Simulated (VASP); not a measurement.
Set up this calculation in VASP 6.6.1, as the native input.

| Property | Result |
| --- | --- |
| Task | single point |
| Functional | PBE |
| Potentials or basis | VASP PAW PBE potentials, release 64 (As, B) |
| Cutoff | 520 eV |
| k mesh | 10 × 10 × 10 |
| Occupations | fermi-dirac, width 0.05 eV |
| Spin | non-collinear spin, zero start, spin-orbit coupling |
| Starting moments | [[0.0, 0.0, 0.0], [0.0, 0.0, 0.0]] μB |
| Dipole correction | no |
| Further INCAR settings | ALGO = Normal; EDIFF = 1e-06; NBANDS = 20 |

The structure of BAs lies in POSCAR:

```
BAs
1.0
    0.0000000000      2.3885000000      2.3885000000
    2.3885000000      0.0000000000      2.3885000000
    2.3885000000      2.3885000000      0.0000000000
As B
1 1
Direct
    0.7500000000      0.7500000000      0.7500000000
    0.0000000000      0.0000000000      0.0000000000
```

These files were run (other wordings do the same):

INCAR

```
ALGO = Normal ; EDIFF = 1E-6
ENCUT = 520 ; GGA = PE
GGA_COMPAT = False ; ISIF = 2
ISMEAR = -1 ; LASPH = True
LCHARG = True ; LORBIT = 11
LORBMOM = True ; LREAL = False
LSORBIT = True ; LVHAR = True
LWAVE = False ; MAGMOM = 0 0 0 0 0 0
NBANDS = 20 ; NELM = 150
PREC = Accurate ; SIGMA = 0.05
```

KPOINTS

```
k-points
0
Gamma
  10 10 10
```

Potentials or basis: VASP PAW PBE potentials, release 64 (As, B).

Command:

```console
$ cat potpaw_PBE.64/As/POTCAR potpaw_PBE.64/B/POTCAR > POTCAR
$ mpirun -np 1 vasp_ncl > vasp.out
```

It gave:

```yaml
Pressure: 3.5 GPa
Net_moment: 0.00 μB per cell
Valence_electrons_inside_the_program's_atomic_spheres: As 2.92; B 1.84
```

Wall time 54 s on 1 thread of Intel(R) Xeon(R) 6975P-C (Granite Rapids), on a shared host, peak memory 0.27 GiB.
